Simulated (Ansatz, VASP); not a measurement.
**One calculation of TiTe2, two programs**

The input INCAR:

```
PREC = Accurate ; ENCUT = 600
EDIFF = 1E-6 ; ISMEAR = -1
SIGMA = 0.15 ; LREAL = F
LASPH = T ; NELM = 60
ALGO = Normal ; ISIF = 3
LWAVE = F ; LCHARG = F
GGA = PE ; IVDW = 12
IBRION = 2 ; NSW = 80
EDIFFG = -0.001
```

The input KPOINTS:

```
Automatic mesh
0
Gamma
  15 15 8
```

The input POSCAR:

```
TiTe2
1.0
    3.6970101061      0.0000000000      0.0000000000
   -1.8485050530      3.2017046699      0.0000000000
    0.0000000000      0.0000000000      6.3840185279
Ti Te
1 2
Direct
    0.0000000000      0.0000000000      0.0000000000
    0.6666666667      0.3333333333      0.2710994291
    0.3333333333      0.6666666667      0.7289005709
```

Input for Ansatz:

```yaml
crystal:
  lattice:
    - [3.6970101061, 0.0, 0.0]
    - [-1.848505053, 3.2017046699, 0.0]
    - [0.0, 0.0, 6.3840185279]
  atoms:
    - { symbol: Ti, position: [0.0, 0.0, 0.0] }
    - { symbol: Te, position: [0.6666666667, 0.3333333333, 0.2710994291] }
    - { symbol: Te, position: [0.3333333333, 0.6666666667, 0.7289005709] }
basis:
  ecutwfc: 420
kpoints:
  mp_grid: { grid: [15, 15, 8] }
hamiltonian:
  xc: pbe
  dispersion: d3bj
  pseudopotentials: { kind: paw }
scf:
  occupations: { method: fermi_dirac, width: 0.15 }
output:
  forces: true
  stress: true
  eigenvalues: true
relax:
  adjacent_minimum: "off"
  f_tol: 0.001
  max_steps: 60
  cell: { stress_tol: 0.01 }
```

Alike in both runs: task relaxation of cell and atoms; functional PBE; dispersion D3(BJ); k mesh 15 × 15 × 8; occupations fermi-dirac, width 0.15 eV; no spin polarisation.

```csv
,VASP,Ansatz
version,VASP 6.6.1,Ansatz 0.2.0
potentials or method,"VASP PAW PBE potentials, release 64 (Ti_sv, Te), cutoff 600 eV","scalar-relativistic, plane waves, PAW"
valence electrons in the cell,24,44
```

|  | VASP | Ansatz | Ansatz less VASP |
| --- | --- | --- | --- |
| gap on the k mesh at the Fermi level, each at its own relaxed structure (eV) | none | none | - |
| relaxed volume (Å³/atom) | 25.17 | 25.22 | +0.045 |
| relaxed length of the cell vector where the two differ most in proportion (Å) | 6.382 | 6.389 | +0.0068 |

A gap of «none» marks a metal or a gap that the smearing closes. VASP's potentials hold 24 valence electrons a cell and Ansatz's 44, so a difference there can come from the potentials and not from the codes.

Neither program's run includes spin-orbit coupling.
